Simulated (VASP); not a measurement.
# Cd3Te2 (R-3m) in VASP: a series of runs

The runs below take Cd3Te2 through single point, relaxation of cell and atoms, with PBE.

All numbers are computed with VASP 6.6.1; they aren't measurements. Logs are shortened: lines on timing, memory, paths and dates and some standing lists are left out, and cuts for length are marked.

### 1 The cell of the first run

It takes space group R-3m (No. 166, trigonal). The conventional cell has a = 4.385 Å, b = 4.385 Å, c = 26.246 Å, α = 90.00°, β = 90.00°, γ = 120.00°. Within 4.0 Å of Cd (site symmetry 3m) lie 3 Te at 3.04 Å and 3 Cd at 3.15 Å. Within 4.1 Å of Cd (site symmetry -3m) lie 6 Te at 3.08 Å. Within 4.0 Å of Te (site symmetry 3m) lie 6 Cd at 3.04 to 3.08 Å.

### 2 Single point, PBE

File INCAR:

```
  PREC = Accurate
  ENCUT = 520
  EDIFF = 1E-6
  ISMEAR = 0
  SIGMA = 0.2
  LREAL = False
  LASPH = True
  NELM = 80
  ALGO = Fast
  ISIF = 2
  LWAVE = False
  LCHARG = True
  GGA = PE
  LELF = True
  LVHAR = True
  NBANDS = 32
```

File KPOINTS:

```
regular mesh
0
Gamma
  4 4 4
```

File POSCAR:

```
Cd3Te2
1.0
    2.1925876568      1.2658910739      8.7487712158
   -2.1925876568      1.2658910739      8.7487712158
    0.0000000000     -2.5317821477      8.7487712158
Cd Te
3 2
Direct
    0.7975016405      0.7975016405      0.7975016405
    0.2024983595      0.2024983595      0.2024983595
    0.0000000000      0.0000000000      0.0000000000
    0.4003023601      0.4003023601      0.4003023601
    0.5996976399      0.5996976399      0.5996976399
```

Potentials or basis: VASP PAW PBE potentials, release 64 (Cd, Te).

Command:

```console
$ cat potpaw_PBE.64/Cd/POTCAR potpaw_PBE.64/Te/POTCAR > POTCAR
$ mpirun -np 1 vasp_std > vasp.out
```

OUTCAR:

```text
PREC = Accurate
   ENCUT = 520
   EDIFF = 1E-6
   ISMEAR = 0
   LREAL = False
   LASPH = True
   NELM = 80
   ISIF = 2
   GGA = PE

 ion  position               nearest neighbor table
   1  0.798  0.798  0.798-   4 3.04   4 3.04   4 3.04   2 3.15   2 3.15   2 3.15
   2  0.202  0.202  0.202-   5 3.04   5 3.04   5 3.04   1 3.15   1 3.15   1 3.15
   3  0.000  0.000  0.000-   5 3.08   4 3.08   5 3.08   5 3.08   4 3.08   4 3.08
   4  0.400  0.400  0.400-   1 3.04   1 3.04   1 3.04   3 3.08   3 3.08   3 3.08
   5  0.600  0.600  0.600-   2 3.04   2 3.04   2 3.04   3 3.08   3 3.08   3 3.08

  LATTYP: Found a trigonal (rhomboedric) cell.
 ALAT       =     9.1077394907
 COS(alpha) =     0.8840895143

  Lattice vectors:

 A1 = (   2.1925876568,   1.2658910739,   8.7487712158)
 A2 = (  -2.1925876568,   1.2658910739,   8.7487712158)
 A3 = (   0.0000000000,  -2.5317821477,   8.7487712158)

Analysis of symmetry for initial positions (statically):
=====================================================================
 Subroutine PRICEL returns:
 Original cell was already a primitive cell.

 Routine SETGRP: Setting up the symmetry group for a
 trigonal (rhombohedral) supercell.

 Subroutine GETGRP returns: Found 12 space group operations
 (whereof 12 operations were pure point group operations)
 out of a pool of 12 trial point group operations.

The static configuration has the point symmetry D_3d.

Analysis of symmetry for dynamics (positions and initial velocities):
=====================================================================
 Subroutine PRICEL returns:
 Original cell was already a primitive cell.

 Routine SETGRP: Setting up the symmetry group for a
 trigonal (rhombohedral) supercell.

 Subroutine GETGRP returns: Found 12 space group operations
 (whereof 12 operations were pure point group operations)
 out of a pool of 12 trial point group operations.

The dynamic configuration has the point symmetry D_3d.

 Subroutine INISYM returns: Found 12 space group operations
 (whereof 12 operations are pure point group operations),
 and found     1 'primitive' translations

----------------------------------------------------------------------------------------

                                     Primitive cell

  volume of cell :     145.6973

  direct lattice vectors                    reciprocal lattice vectors
     2.192587657  1.265891074  8.748771216     0.228041054  0.131659564  0.038100589
    -2.192587657  1.265891074  8.748771216    -0.228041054  0.131659564  0.038100589
     0.000000000 -2.531782148  8.748771216     0.000000000 -0.263319128  0.038100589

  length of vectors
     9.107739491  9.107739491  9.107739491     0.266061305  0.266061305  0.266061305

  position of ions in fractional coordinates (direct lattice)
     0.797501641  0.797501641  0.797501641
     0.202498359  0.202498359  0.202498359
     0.000000000  0.000000000  0.000000000
     0.400302360  0.400302360  0.400302360
     0.599697640  0.599697640  0.599697640

  ion indices of the primitive-cell ions
   primitive index   ion index
                 1           1
                 2           2
                 3           3
                 4           4
                 5           5

----------------------------------------------------------------------------------------

 KPOINTS: regular mesh

Automatic generation of k-mesh.
 Grid dimensions read from file:
 generate k-points for:    4    4    4

 Generating k-lattice:

  Cartesian coordinates                     Fractional coordinates (reciprocal lattice)
     0.057010263  0.032914891  0.009525147     0.250000000  0.000000000  0.000000000
    -0.057010263  0.032914891  0.009525147     0.000000000  0.250000000  0.000000000
     0.000000000 -0.065829782  0.009525147     0.000000000  0.000000000  0.250000000

  Length of vectors
     0.066515326  0.066515326  0.066515326

  Shift w.r.t. Gamma in fractional coordinates (k-lattice)
     0.000000000  0.000000000  0.000000000

 Subroutine IBZKPT returns following result:
 ===========================================

 Found     13 irreducible k-points:

 Following reciprocal coordinates:
            Coordinates               Weight
  0.000000  0.000000  0.000000      1.000000
  0.250000  0.000000  0.000000      6.000000
  0.500000  0.000000  0.000000      3.000000
  0.250000  0.250000  0.000000      6.000000
  0.500000  0.250000  0.000000     12.000000
 -0.250000  0.250000  0.000000      6.000000
  0.500000  0.500000  0.000000      3.000000
  0.250000  0.250000  0.250000      2.000000
  0.500000  0.250000  0.250000      6.000000
 -0.250000  0.250000  0.250000      6.000000
  0.500000  0.500000  0.250000      6.000000
 -0.250000  0.500000  0.250000      6.000000
  0.500000  0.500000  0.500000      1.000000
   k-points           NKPTS =     13   k-points in BZ     NKDIM =     13   number of bands    NBANDS=     32
   number of dos      NEDOS =    301   number of ions     NIONS =      5
   total plane-waves  NPLWV = 343000
   dimension x,y,z NGX =    70 NGY =   70 NGZ =   70
   dimension x,y,z NGXF=   140 NGYF=  140 NGZF=  140
   ions per type =               3   2
   NGX,Y,Z   is equivalent  to a cutoff of  12.78, 12.78, 12.78 a.u.
   NGXF,Y,Z  is equivalent  to a cutoff of  25.55, 25.55, 25.55 a.u.
 SYSTEM =  unknown system
   PREC   = accura    normal or accurate (medium, high low for compatibility)
   ISTART =      0    job   : 0-new  1-cont  2-samecut
   ICHARG =      2    charge: 1-file 2-atom 10-const
   ISPIN  =      1    spin polarized calculation?
   LNONCOLLINEAR =      F non collinear calculations
   LSORBIT =      F    spin-orbit coupling
   LASPH  =      T    aspherical Exc in radial PAW
   ENCUT  =  520.0 eV  38.22 Ry    6.18 a.u.  16.93 16.93 16.93*2*pi/ulx,y,z
   NELM   =     80;   NELMIN=  2; NELMDL= -5     # of ELM steps
   EDIFF  = 0.1E-05   stopping-criterion for ELM
   LREAL  =      F    real-space projection
   EDIFFG = 0.1E-04   stopping-criterion for IOM
   NSW    =      0    number of steps for IOM
   IBRION =     -1    ionic relax: 0-MD 1-quasi-New 2-CG
   NFREE  =      0    steps in history (QN), initial steepest desc. (CG)
   ISIF   =      2    stress and relaxation
   ISYM   =      2    0-nonsym 1-usesym 2-fastsym
   POTIM  = 0.5000    time-step for ionic-motion
   TEBEG  =    0.0;   TEEND  =   0.0 temperature during run
   PSTRESS=    0.0 pullay stress
   NELECT =      48.0000    total number of electrons
   NUPDOWN=      -1.0000    fix difference up-down
   EMIN   =  10.00;   EMAX   =-10.00  energy-range for DOS
   EFERMI =   0.00;   METHOD = LEGACY
   ISMEAR =     0;   SIGMA  =   0.20  broadening in eV -4-tet -1-fermi 0-gaus
   EFERMI_NEDOS =   21; number of points for ismear=-14 and -15
   IALGO  =     68    algorithm
   IMIX   =      4    mixing-type and parameters
     AMIX     =   0.40;   BMIX     =  1.00
     AMIX_MAG =   1.60;   BMIX_MAG =  1.00
  volume/ion in A,a.u.               =      29.14       196.64
  Fermi-wavevector in a.u.,A,eV,Ry     =   1.130676  2.136667 17.394061  1.278427
  Thomas-Fermi vector in A             =   2.267373
   LORBIT       =      0    0 simple, 1 ext, 2 COOP (PROOUT), +10 PAW based schemes
   GGA     = PE    functional components
   LHFCALC =     F    Hartree Fock is set to
   AEXX    =    0.0000 exact exchange contribution
   IVDW    =     0    specifies the selected vdW correction
   LEPSILON=     F    determine dielectric tensor
   LRPA    =     F    only Hartree local field effects (RPA)
 non-spin polarized calculation
 RMM-DIIS sequential band-by-band and
 Gauss-broadening in eV      SIGMA  =   0.20
  energy-cutoff  :      520.00
  volume of cell :      145.70
 maximum number of plane-waves:      3933
 NGX is ok and might be reduce to    70
   NGX = 33   NGY = 33   NGZ = 33

 number of electron      48.0000007 magnetization

 Free energy of the ion-electron system (eV)
  ---------------------------------------------------
  ext. energy  EPLUGINS =         0.00000000
  ---------------------------------------------------
  free energy    TOTEN  =        -9.35351195 eV

  energy without entropy =       -9.31604916  energy(sigma->0) =       -9.33478055

 E-fermi :   3.4616     XC(G=0):  -9.5595

 val. band max:        3.3604960609   @ k =   0.2500   0.2500   0.0000
 cond. band min:       3.5084221562   @ k =   0.5000   0.5000   0.2500
 fundamental gap:      0.1479260953
 Fermi energy:         3.4616319988

 k-point     1 :       0.0000    0.0000    0.0000
  band No.  band energies     occupation
      1      -8.2016      2.00000
      2      -7.6130      2.00000
      3      -5.4384      2.00000
      4      -5.4384      2.00000
      5      -5.2438      2.00000
      6      -5.2000      2.00000
[... 24 lines left out ...]
     31       7.9349      0.00000
     32       8.4466      0.00000

 k-point     2 :       0.2500    0.0000    0.0000
  band No.  band energies     occupation
      1      -7.8808      2.00000
      2      -7.5628      2.00000
      3      -5.4058      2.00000
      4      -5.3168      2.00000
      5      -5.2601      2.00000
      6      -5.2043      2.00000
[... 24 lines left out ...]
     31       8.8591      0.00000
     32       9.1651      0.00000

 k-point     3 :       0.5000    0.0000    0.0000
  band No.  band energies     occupation
      1      -7.5561      2.00000
      2      -7.4578      2.00000
      3      -5.4018      2.00000
      4      -5.2780      2.00000
      5      -5.2092      2.00000
      6      -5.1717      2.00000
[... 24 lines left out ...]
     31       8.2370      0.00000
     32       9.5998      0.00000

 k-point     4 :       0.2500    0.2500    0.0000
  band No.  band energies     occupation
      1      -7.8824      2.00000
      2      -7.5580      2.00000
      3      -5.4096      2.00000
      4      -5.3106      2.00000
      5      -5.2569      2.00000
      6      -5.2040      2.00000
[... 24 lines left out ...]
     31       9.0923      0.00000
     32       9.2934      0.00000

 k-point     5 :       0.5000    0.2500    0.0000
  band No.  band energies     occupation
      1      -7.5358      2.00000
      2      -7.4894      2.00000
      3      -5.3297      2.00000
      4      -5.2585      2.00000
      5      -5.2052      2.00000
      6      -5.1812      2.00000
[... 24 lines left out ...]
     31       9.2590      0.00000
     32       9.5046      0.00000

 k-point     6 :      -0.2500    0.2500    0.0000
  band No.  band energies     occupation
      1      -7.5430      2.00000
      2      -7.4821      2.00000
      3      -5.3191      2.00000
      4      -5.2797      2.00000
      5      -5.2080      2.00000
      6      -5.1836      2.00000
[... 24 lines left out ...]
     31       9.2934      0.00000
     32       9.8941      0.00000

 k-point     7 :       0.5000    0.5000    0.0000
  band No.  band energies     occupation
      1      -7.5617      2.00000
      2      -7.4523      2.00000
      3      -5.3828      2.00000
      4      -5.2998      2.00000
      5      -5.2583      2.00000
      6      -5.2130      2.00000
[... 24 lines left out ...]
     31       8.7873      0.00000
     32      10.4187      0.00000

 k-point     8 :       0.2500    0.2500    0.2500
  band No.  band energies     occupation
      1      -8.1693      2.00000
      2      -7.6610      2.00000
      3      -5.4327      2.00000
      4      -5.4327      2.00000
      5      -5.2581      2.00000
      6      -5.2274      2.00000
[... 24 lines left out ...]
     31       8.4097      0.00000
     32       8.9105      0.00000

 k-point     9 :       0.5000    0.2500    0.2500
  band No.  band energies     occupation
      1      -7.8533      2.00000
      2      -7.5929      2.00000
      3      -5.4113      2.00000
      4      -5.3100      2.00000
      5      -5.2540      2.00000
      6      -5.1923      2.00000
[... 24 lines left out ...]
     31       8.4696      0.00000
     32       9.0356      0.00000

 k-point    10 :      -0.2500    0.2500    0.2500
  band No.  band energies     occupation
      1      -7.5590      2.00000
      2      -7.4550      2.00000
      3      -5.3931      2.00000
      4      -5.2884      2.00000
      5      -5.2418      2.00000
      6      -5.1922      2.00000
[... 24 lines left out ...]
     31       9.2549      0.00000
     32       9.9636      0.00000

 k-point    11 :       0.5000    0.5000    0.2500
  band No.  band energies     occupation
      1      -7.8555      2.00000
      2      -7.5875      2.00000
      3      -5.4149      2.00000
      4      -5.3031      2.00000
      5      -5.2476      2.00000
      6      -5.1931      2.00000
[... 24 lines left out ...]
     31       8.7053      0.00000
     32       9.4273      0.00000

 k-point    12 :      -0.2500    0.5000    0.2500
  band No.  band energies     occupation
      1      -7.5247      2.00000
      2      -7.5004      2.00000
      3      -5.3340      2.00000
      4      -5.2432      2.00000
      5      -5.2011      2.00000
      6      -5.1824      2.00000
[... 24 lines left out ...]
     31       9.1046      0.00000
     32       9.2739      0.00000

 k-point    13 :       0.5000    0.5000    0.5000
  band No.  band energies     occupation
      1      -8.1301      2.00000
      2      -7.7155      2.00000
      3      -5.4265      2.00000
      4      -5.4265      2.00000
      5      -5.2694      2.00000
      6      -5.2420      2.00000
[... 24 lines left out ...]
     31       9.3139      0.00000
     32       9.5236      0.00000

------------------------ aborting loop because EDIFF is reached ----------------------------------------

  FORCE on cell =-STRESS in cart. coord.  units (eV):
  Direction    XX          YY          ZZ          XY          YZ          ZX
  --------------------------------------------------------------------------------------
  -------------------------------------------------------------------------------------
  Total       -0.2169611     -0.2169611      0.0009724      0.0000000      0.0000000      0.0000000
  in kB       -2.3858374     -2.3858374      0.0106930      0.0000000      0.0000000      0.0000000
  external PRESSURE =      -1.5869939 kB  Pullay stress =       0.0000000 kB

 VOLUME and BASIS-vectors are now :
 -----------------------------------------------------------------------------
  energy-cutoff  :      520.00
  volume of cell :      145.70
      direct lattice vectors                 reciprocal lattice vectors
     2.192587657  1.265891074  8.748771216     0.228041054  0.131659564  0.038100589
    -2.192587657  1.265891074  8.748771216    -0.228041054  0.131659564  0.038100589
     0.000000000 -2.531782148  8.748771216     0.000000000 -0.263319128  0.038100589

 POSITION                                       TOTAL-FORCE (eV/Angst)
 -----------------------------------------------------------------------------------
      0.00000      0.00000     20.93148         0.000000      0.000000      0.006130
      0.00000      0.00000      5.31484         0.000000     -0.000000     -0.006130
      0.00000      0.00000      0.00000         0.000000      0.000000      0.000000
      0.00000      0.00000     10.50646         0.000000     -0.000000     -0.060267
      0.00000      0.00000     15.73985         0.000000      0.000000      0.060267
 -----------------------------------------------------------------------------------
    total drift:                                0.000000      0.000000     -0.000000

  FREE ENERGIE OF THE ION-ELECTRON SYSTEM (eV)
  ---------------------------------------------------
  free  energy   TOTEN  =        -9.3535119451 eV

  energy  without entropy=       -9.3160491595  energy(sigma->0) =       -9.33478055
```

It took 5.7 min on 1 thread of Intel Xeon 8259CL, shared host; peak memory 0.7 GiB.

Results:

```
Free energy            : -9.3535 eV
Pressure               : -0.2 GPa
Largest force          : 0.060 eV/Å
Band gap on the k mesh : zero (bands 24 and 25 overlap by 1.14 eV)
```

Forces on the atoms (eV/Å):
```
Cd   0.000  0.000  0.006
Cd   0.000  0.000 -0.006
Cd   0.000  0.000  0.000
Te   0.000  0.000 -0.060
Te   0.000  0.000  0.060
```

Caveat: the k points lie up to 0.42 Å⁻¹ apart, too coarse for converged energies and pressures of a metal; spin-orbit coupling is left out, which moves the levels of the heavy elements.

[end of part 1 of 2]

The gap in the log of VASP goes by the Fermi energy; the results here count the filled bands.